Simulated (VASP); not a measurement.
Set up this calculation in VASP 6.6.1, as the native input.

| Quantity | Value |
| --- | --- |
| Task | single point |
| Functional | PBE |
| Potentials or basis | VASP PAW PBE potentials, release 64 (H_h, Os_sv_GW) |
| Cutoff | 1230 eV |
| k mesh | 12 × 12 × 10 |
| Occupations | gaussian, width 0.1 eV |
| Spin | no spin polarisation |
| Dipole correction | no |
| Further INCAR settings | ALGO = Normal; EDIFF = 1e-06; NBANDS = 29 |

The structure of H3Os lies in POSCAR:

```
H3Os
1.0
    3.7499760254      0.0000000000      0.0000000000
   -1.8749880127      3.2475745016      0.0000000000
    0.0000000000      0.0000000000      3.8396013540
H Os
6 2
Direct
    0.8405581613      0.6811163226      0.2500000000
    0.1594418387      0.8405581613      0.7500000000
    0.3188836774      0.1594418387      0.2500000000
    0.1594418387      0.3188836774      0.7500000000
    0.8405581613      0.1594418387      0.2500000000
    0.6811163226      0.8405581613      0.7500000000
    0.3333333333      0.6666666667      0.2500000000
    0.6666666667      0.3333333333      0.7500000000
```

The input as run:

INCAR

```
PREC = Accurate ; ENCUT = 1230
EDIFF = 1E-6 ; ISMEAR = 0
SIGMA = 0.1 ; LREAL = False
LASPH = True ; NELM = 120
ALGO = Normal ; ISIF = 2
LWAVE = False ; LCHARG = True
GGA = PE ; LELF = True
LVHAR = True ; NBANDS = 29
GGA_COMPAT = False
```

KPOINTS

```
regular mesh
0
Gamma
  12 12 10
```

Potentials or basis: VASP PAW PBE potentials, release 64 (H_h, Os_sv_GW).

Command:

```console
$ cat potpaw_PBE.64/H_h/POTCAR potpaw_PBE.64/Os_sv_GW/POTCAR > POTCAR
$ mpirun -np 1 vasp_std > vasp.out
```

Results of the run:

The pressure is 0.2 GPa. The band gap on the k mesh is zero (bands 19 and 20 overlap by 2.30 eV).

Caveat: spin-orbit coupling is left out, which moves the levels of the heavy elements.

Wall time 9.9 min on 1 thread of Intel(R) Xeon(R) Platinum 8559C (Emerald Rapids) (shared host), peak memory 0.68 GiB.
